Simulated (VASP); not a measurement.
The system is TiGaSb.

```
Ti Ga Sb
1.0
     4.78158    0.00000    0.00000
    -2.39079    4.14097    0.00000
     0.00000    0.00000    3.18217
Ti Ga Sb
1 1 1
Direct
  0.66667 0.33333 0.50000
  0.00000 0.00000 0.00000
  0.33333 0.66667 0.50000
```

```yaml
Program: VASP 6.6.1
Task: relaxation of cell and atoms
Functional: PBE
Potentials_or_basis: VASP PAW PBE potentials, release 64 (Ti_sv, Ga_d, Sb)
Cutoff: 600 eV
k_mesh: 6 × 6 × 6
Occupations: gaussian, width 0.1 eV
Spin: no spin polarisation
```

At the start: pressure 0.4 GPa; volume 21.00 Å³/atom.

Task: Where does the relaxation end?

Result: Over 10 steps the energy falls by 11.6 meV/atom and the volume is 20.80 Å³/atom (-0.9 %); space group P-6m2 (No. 187, to 0.05 Å).

Step by step:
```csv
step,energy change (eV),largest force (eV/Å),pressure (GPa),volume (Å³)
1,0.0000,0.0000,0.43,63.01
2,-0.0075,0.0000,-0.41,63.51
3,-0.0127,0.0000,-1.98,64.57
4,-0.0131,0.0000,-1.62,64.31
5,-0.0162,0.0000,-1.63,64.23
6,-0.0241,0.0000,-1.62,63.98
7,-0.0264,0.0000,-1.38,63.43
8,-0.0281,0.0000,-1.52,63.69
9,-0.0323,0.0000,-0.94,63.14
10,-0.0348,0.0000,-0.12,62.41
```

Final structure:
```cif
data_structure
_symmetry_space_group_name_H-M 'P 1'
_symmetry_Int_Tables_number 1
_cell_length_a 4.8916
_cell_length_b 4.8916
_cell_length_c 3.0120
_cell_angle_alpha 90.000
_cell_angle_beta 90.000
_cell_angle_gamma 120.000
_cell_volume 62.41
loop_
_atom_site_label
_atom_site_type_symbol
_atom_site_fract_x
_atom_site_fract_y
_atom_site_fract_z
_atom_site_occupancy
Ti1 Ti 0.66667 0.33333 0.50000 1
Ga1 Ga 0.00000 0.00000 0.00000 1
Sb1 Sb 0.33333 0.66667 0.50000 1
```
